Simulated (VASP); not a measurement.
The system is TiO2.

```
CELL_PARAMETERS angstrom
5.58222 0.00000 0.00000
-2.79111 4.83435 0.00000
0.00000 0.00000 6.08247
ATOMIC_POSITIONS crystal
Ti 0.46694 0.00000 0.33333
Ti 0.00000 0.46694 0.66667
Ti 0.53306 0.53306 0.00000
O 0.58107 0.85143 0.12066
O 0.72963 0.14857 0.54600
O 0.27037 0.41893 0.78733
O 0.85143 0.58107 0.87934
O 0.14857 0.72963 0.45400
O 0.41893 0.27037 0.21267
```

Base run:

```yaml
Program: VASP 6.6.1
Functional: PBE
Potentials_or_basis: VASP PAW PBE potentials, release 64 (Ti_sv, O)
Cutoff: 520 eV
k_mesh: 6 × 6 × 5
Occupations: gaussian, width 0.015 eV
Spin: no spin polarisation
```

Its results: band gap on the k mesh 3.61 eV, indirect (least direct gap 3.62 eV); pressure 1.9 GPa; largest force 0.092 eV/Å.

Question: The run is repeated on the same cell with these changes: k mesh from 6 × 6 × 5 to 2 × 2 × 2; occupations from gaussian, width 0.015 eV to fermi-dirac, width 0.05 eV. What comes out?

Answer: Band gap on the k mesh 3.53 eV, direct; pressure 2.0 GPa; largest force 0.103 eV/Å.

Caveats: some runs use coarse meshes.

A k mesh can miss the band edges.
